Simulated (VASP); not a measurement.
A run of VASP 6.6.1 is set up as follows.

The input INCAR:

```
PREC = Accurate ; ENCUT = 520
EDIFF = 1E-6 ; ISMEAR = 1
SIGMA = 0.1 ; LREAL = Auto
LASPH = T ; NELM = 100
ALGO = Fast ; ISIF = 2
LWAVE = F ; LCHARG = F
GGA = PE ; NBANDS = 164
```

KPOINTS

```
Automatic mesh
0
Gamma
  4 4 4
```

POSCAR

```
Cu25W
1.0
    0.0000000000      5.4445723423      5.4445723423
    5.4445723423      0.0000000000      5.4445723423
    5.4445723423      5.4445723423      0.0000000000
W Cu
1 25
Direct
    0.0000000000      0.0000000000      0.3207554639
    0.0000000000      0.0000000000      0.6677746610
    0.0023103725      0.3362582186     -0.0052464286
   -0.0008481589      0.3327675291      0.3347940689
    0.0000696974      0.3292937457      0.6715178514
   -0.0000696974      0.6707062543      0.0008812946
   -0.0023103725      0.6637417814      0.3333221624
    0.0008481589      0.6672324709      0.6667134392
    0.3362582186      0.0023103725     -0.0052464286
    0.3327675291     -0.0008481589      0.3347940689
    0.3292937457      0.0000696974      0.6715178514
    0.3355773678      0.3355773678      0.0000399409
    0.3319973716      0.3319973716      0.3350812298
    0.3335513683      0.3335513683      0.6656112951
    0.3275160233      0.6724839767      0.0014581929
    0.3352070508      0.6647929492      0.3319789941
    0.3337257457      0.6662742543      0.6684567891
    0.6707062543     -0.0000696974      0.0008812946
    0.6637417814     -0.0023103725      0.3333221624
    0.6672324709      0.0008481589      0.6667134392
    0.6724839767      0.3275160233      0.0014581929
    0.6647929492      0.3352070508      0.3319789941
    0.6662742543      0.3337257457      0.6684567891
    0.6680026284      0.6680026284     -0.0009240271
    0.6664486317      0.6664486317      0.3327140316
    0.6644226322      0.6644226322      0.6711946766
```

Potentials or basis: VASP PAW PBE potentials, release 64 (W_sv, Cu).

Command:

```bash
$ cat potpaw_PBE.64/W_sv/POTCAR potpaw_PBE.64/Cu/POTCAR > POTCAR
$ mpirun -np 1 vasp_std > vasp.out
```

Task: Estimate the band gap on the k mesh.

Result: Zero (an odd number of electrons rules out a gap without spin polarisation).

Task: What does it give for the largest force?

Result: 0.017 eV/Å.

Task: Estimate the pressure.

Result: 1.0 GPa.

Stress tensor (GPa, compression positive):
```
 0.72 -0.44  0.00
-0.44  0.72  0.00
 0.00  0.00  1.51
```

Caveat: spin-orbit coupling is left out, which moves the levels of the heavy elements.
